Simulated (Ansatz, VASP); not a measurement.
**One calculation of Al, two programs**

```
CELL_PARAMETERS angstrom
2.71101 0.00000 0.00000
-1.35550 2.34780 0.00000
0.00000 0.00000 9.64414
ATOMIC_POSITIONS crystal
Al 0.00000 0.00000 0.00000
Al 0.33333 0.66667 0.25000
Al 0.00000 0.00000 0.50000
Al 0.66667 0.33333 0.75000
```

Alike in both runs: task single point; functional PBE; dispersion D3(BJ); k mesh 18 × 18 × 6; occupations gaussian, width 0.15 eV; no spin polarisation.

```csv
,VASP,Ansatz
version,VASP 6.6.1,Ansatz 0.2.0
potentials or method,"VASP PAW PBE potentials, release 64 (Al), cutoff 520 eV","scalar-relativistic, plane waves, PAW"
valence electrons in the cell,12,12
```

```csv
,VASP,Ansatz,Ansatz less VASP
gap on the k mesh at the Fermi level (eV),none,none,-
pressure (GPa),4.0,4.0,+0.03
"traceless stress, the component that is largest in VASP (GPa)",-5.48,-5.48,-0.007
```

A gap of «none» marks a metal or a gap that the smearing closes.
